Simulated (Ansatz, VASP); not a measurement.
# Two plane-wave programs on CdTe

```xyz
2
Lattice="0.0000 3.2452 3.2452 3.2452 0.0000 3.2452 3.2452 3.2452 0.0000" Properties=species:S:1:pos:R:3 pbc="T T T"
Cd    0.0000    0.0000    0.0000
Te    1.6226    1.6226    1.6226
```

Alike in both runs: task single point; functional PBEsol; k mesh 6 × 6 × 6; no spin polarisation.

```csv
,VASP,Ansatz
version,VASP 6.6.1,Ansatz 0.2.0
potentials or method,"VASP PAW PBE potentials, release 64 (Cd, Te), cutoff 500 eV","scalar-relativistic, plane waves, PAW"
occupations,"gaussian, width 0.01 eV",fixed
valence electrons in the cell,18,36
```

|  | VASP | Ansatz | Ansatz less VASP |
| --- | --- | --- | --- |
| gap on the k mesh at the Fermi level (eV) | 0.65 | 0.64 | -0.004 |
| least direct gap on the mesh (eV) | 0.65 | 0.64 | -0.004 |

VASP's potentials were made for PBE, not for PBEsol, and Ansatz warns of the same on its side. VASP's potentials hold 18 valence electrons a cell and Ansatz's 36, so a difference there can come from the potentials and not from the codes.

Neither program's run includes spin-orbit coupling.
